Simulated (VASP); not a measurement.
CuO: single point with PBEsol

Crystal: CuO.

```xyz
8
Lattice="-2.2461 1.7252 0.0267 0.8726 -0.0004 -4.9559 -2.2476 -5.1777 0.0258" Properties=species:S:1:pos:R:3 pbc="T T T"
Cu   -1.1234   -0.8632    0.0132
Cu   -3.3702   -2.5894    0.0394
Cu   -2.9337   -0.8637   -2.4383
Cu   -2.9341   -4.3155   -2.4387
O    -1.5917   -0.2613   -3.6900
O    -1.5924   -3.7127   -3.6906
O    -2.0286    0.2598   -1.2128
O    -2.0294   -3.1917   -1.2131
```

```
Program             : VASP 6.6.1
Task                : single point
Functional          : PBEsol
Potentials or basis : VASP PAW PBE potentials, release 64 (Cu, O)
Cutoff              : 520 eV
k mesh              : 9 × 5 × 5
Occupations         : fermi-dirac, width 0.05 eV
Spin                : no spin polarisation
```

The pressure is 10.9 GPa and the largest force is 0.054 eV/Å. The band gap on the k mesh is zero (band 34 reaches 6.64 eV, above the bottom of band 35 at 6.08 eV).

Forces on the atoms (eV/Å):
```
Cu   0.000  0.000  0.000
Cu   0.000  0.000  0.000
Cu   0.001  0.000  0.000
Cu  -0.001  0.000  0.000
O    0.000 -0.054  0.000
O    0.000 -0.053  0.000
O    0.000  0.053  0.000
O    0.000  0.054 -0.001
```

Stress tensor (GPa, compression positive):
```
10.93  0.00 -0.03
 0.00 10.49  0.00
-0.03  0.00 11.15
```

Levels at points of the mesh, in eV from the Fermi level:
| k point | band 31 | band 32 | band 33 | band 34 | band 35 | band 36 | band 37 | band 38 |
| --- | --- | --- | --- | --- | --- | --- | --- | --- |
| (0.00, 0.00, 0.00) | -1.67 | -1.59 | 0.02 | 0.26 | 0.26 | 0.95 | 1.89 | 4.61 |

Run time: 3.1 min on 1 thread of Intel(R) Xeon(R) 6975P-C (Granite Rapids), on a shared host, peak memory 0.39 GiB.

Caveat: the PAW data sets were made with another functional, which shifts forces and pressure a little; semilocal functionals often make such compounds metallic where correlation or magnetic order opens a gap, which also shifts bond lengths. With open d or f shells a metallic result of PBEsol can be an artefact of self-interaction; +U or a hybrid may open a gap.
